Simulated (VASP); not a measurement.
TiO2, 6 atoms in the cell. Symmetry: P4_2/nmc, No. 137, tetragonal system. Conventional cell: a = 3.367 Å, b = 3.367 Å, c = 5.205 Å, α = 90.00°, β = 90.00°, γ = 90.00°. Ti (site symmetry -4m2) has 8 O at 1.88 to 2.43 Å within 2.5 Å. O (site symmetry 2mm) has 4 Ti at 1.88 to 2.43 Å and 6 O at 2.55 to 2.60 Å within 2.7 Å. 

```yaml
Program: VASP 6.6.1
Task: single point
Functional: PBE
Potentials_or_basis: VASP PAW PBE potentials, release 64 (Ti_sv, O)
Cutoff: 520 eV
k_mesh: 8 × 8 × 6
Occupations: fermi-dirac, width 0.02 eV
Spin: no spin polarisation
Dipole_correction: no
Further_INCAR_settings: ALGO = Normal; EDIFF = 1e-06; NBANDS = 33
```

Potentials or basis: VASP PAW PBE potentials, release 64 (Ti_sv, O).

Command:

```console
$ cat potpaw_PBE.64/Ti_sv/POTCAR potpaw_PBE.64/O/POTCAR > POTCAR
$ mpirun -np 1 vasp_std > vasp.out
```

Hardware: 1 thread of Intel(R) Xeon(R) 6975P-C (Granite Rapids), with other jobs on the host.

Q: Estimate the wall time of this run.

A: Run time: 55 s on 1 thread of Intel(R) Xeon(R) 6975P-C (Granite Rapids) (shared host), peak memory 0.23 GiB. Counts: scf iterations 16, k points 60.
